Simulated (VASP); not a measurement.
Input of a VASP 6.6.1 run:

The input INCAR:

```
ALGO = Normal ; EDIFF = 1E-7
ENCUT = 520 ; GGA = PE
ISIF = 2 ; ISMEAR = 0
LASPH = T ; LCHARG = F
LREAL = F ; LWAVE = F
NBANDS = 20 ; NELM = 60
PREC = Accurate ; SIGMA = 0.1
```

File KPOINTS:

```
k-points
0
Gamma
  6 6 6
```

File POSCAR:

```
TiC3
1.0
    3.1981447539      0.0000000000      0.0000000000
    0.0000000000      3.1981447539      0.0000000000
    0.0000000000      0.0000000000      3.1981447539
Ti C
1 3
Direct
    0.5000000000      0.5000000000      0.5000000000
    0.5000000000      0.0000000000      0.0000000000
    0.0000000000      0.5000000000      0.0000000000
    0.0000000000      0.0000000000      0.5000000000
```

Potentials or basis: VASP PAW PBE potentials, release 64 (Ti_sv, C).

The run is started by

```bash
$ cat potpaw_PBE.64/Ti_sv/POTCAR potpaw_PBE.64/C/POTCAR > POTCAR
$ mpirun -np 1 vasp_std > vasp.out
```

Problem. Estimate the band gap on the k mesh.

Solution. Zero (band 12 reaches 12.10 eV, above the bottom of band 13 at 8.97 eV).

Problem. Estimate the pressure.

Solution. 0.6 GPa.
